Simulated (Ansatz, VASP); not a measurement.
# Cu: VASP beside Ansatz

```xyz
12
Lattice="4.9761 0.0000 0.0000 -2.4881 4.3094 0.0000 0.0000 0.0000 19.5024" Properties=species:S:1:pos:R:3 pbc="T T T"
Cu    1.2440    0.7182    4.0000
Cu    0.0000    2.8730    4.0000
Cu    3.7321    0.7182    4.0000
Cu    2.4881    2.8730    4.0000
Cu    0.0000    1.4365    6.0014
Cu   -1.2440    3.5912    6.0014
Cu    2.4881    1.4365    6.0014
Cu    1.2440    3.5912    6.0014
Cu    0.0000    0.0000    8.0024
Cu   -1.2440    2.1547    8.0024
Cu    2.4881    0.0000    8.0024
Cu    1.2440    2.1547    8.0024
```

Alike in both runs: task single point; functional LDA; k mesh 6 × 6 × 1; occupations gaussian, width 0.1 eV; no spin polarisation.

|  | VASP | Ansatz |
| --- | --- | --- |
| version | VASP 6.6.1 | Ansatz 0.2.0 |
| potentials or method | VASP PAW LDA potentials, release 64 (Cu), cutoff 520 eV | scalar-relativistic, plane waves, PAW |
| valence electrons in the cell | 132 | 228 |

|  | VASP | Ansatz | Ansatz less VASP |
| --- | --- | --- | --- |
| gap on the k mesh at the Fermi level (eV) | none | none | - |
| rms of the force components (eV/Å) | 0.012 | 0.002 | -0.0098 |

LDA's correlation is that of Perdew and Zunger in VASP and of Perdew and Wang (1992) in Ansatz. Atom by atom the forces differ by 0.013 eV/Å (rms over components). A gap of «none» marks a metal or a gap that the smearing closes. VASP's potentials hold 132 valence electrons a cell and Ansatz's 228, so a difference there can come from the potentials and not from the codes. Ansatz's warnings: xc potential rough in thin density.
